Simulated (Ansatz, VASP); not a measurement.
## TiO2: VASP beside Ansatz

```
Ti O
1.0
     1.43385    0.82783    5.24767
    -1.43385    0.82783    5.24767
     0.00000   -1.65567    5.24767
Ti O
1 2
Cartesian
  0.0000 0.0000 0.0000
  0.0000 0.0000 9.4735
  0.0000 0.0000 6.2695
```

Alike in both runs: task single point; functional PBE; dispersion D3(BJ); k mesh 9 × 9 × 9; occupations gaussian, width 0.05 eV; no spin polarisation; Hubbard terms Ti d U = 4.0 eV.

```csv
,VASP,Ansatz
version,VASP 6.6.1,Ansatz 0.2.0
potentials or method,"VASP PAW PBE potentials, release 64 (Ti_sv, O_h), cutoff 1340 eV","scalar-relativistic, plane waves, PAW"
valence electrons in the cell,24,24
```

|  | VASP | Ansatz | Ansatz less VASP |
| --- | --- | --- | --- |
| gap on the k mesh at the Fermi level (eV) | 3.31 | 3.22 | -0.086 |
| least direct gap on the mesh (eV) | 3.61 | 3.48 | -0.125 |
| pressure (GPa) | 16.8 | 12.7 | -4.10 |
| traceless stress, the component that is largest in VASP (GPa) | -15.93 | -15.65 | +0.282 |
| rms of the force components (eV/Å) | 0.148 | 0.071 | -0.0769 |

The programs project onto different local orbitals, so the same U acts differently, and such runs can settle in different states. Atom by atom the forces differ by 0.219 eV/Å (rms over components).
